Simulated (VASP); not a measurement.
A run of VASP 6.6.1 is set up as follows.

INCAR

```
SYSTEM = PtSe2
PREC = Accurate
ENCUT = 520
EDIFF = 1E-6
ISMEAR = -1
SIGMA = 0.05
LREAL = .FALSE.
LASPH = .TRUE.
NELM = 60
ALGO = Normal
ISIF = 2
LWAVE = .FALSE.
LCHARG = .FALSE.
GGA = PS
NBANDS = 18
```

The input KPOINTS:

```
regular mesh
0
G
  8 8 5
  0 0 0
```

Contents of POSCAR:

```
PtSe2
1.0
    3.7240000000      0.0000000000      0.0000000000
   -1.8620000000      3.2250786037      0.0000000000
    0.0000000000      0.0000000000      5.0620000000
Pt Se
1 2
Direct
    0.0000000000      0.0000000000      0.0000000000
    0.6666666667      0.3333333333      0.7500000000
    0.3333333333      0.6666666667      0.2500000000
```

Potentials or basis: VASP PAW PBE potentials, release 64 (Pt, Se).

The run is started by

```console
$ cat potpaw_PBE.64/Pt/POTCAR potpaw_PBE.64/Se/POTCAR > POTCAR
$ mpirun -np 1 vasp_std > vasp.out
```

Problem. Estimate the largest force.

Solution. 0.356 eV/Å.

Problem. What does it give for the band gap on the k mesh?

Solution. Zero (band 11 reaches 6.81 eV, above the bottom of band 12 at 6.48 eV).

Problem. Predict the pressure.

Solution. 2.2 GPa.

Stress tensor (GPa, compression positive):
```
2.71 0.00 0.00
0.00 2.71 0.00
0.00 0.00 1.27
```

Caveat: the PAW data sets were made with another functional, which shifts forces and pressure a little; spin-orbit coupling is left out, which moves the levels of the heavy elements.
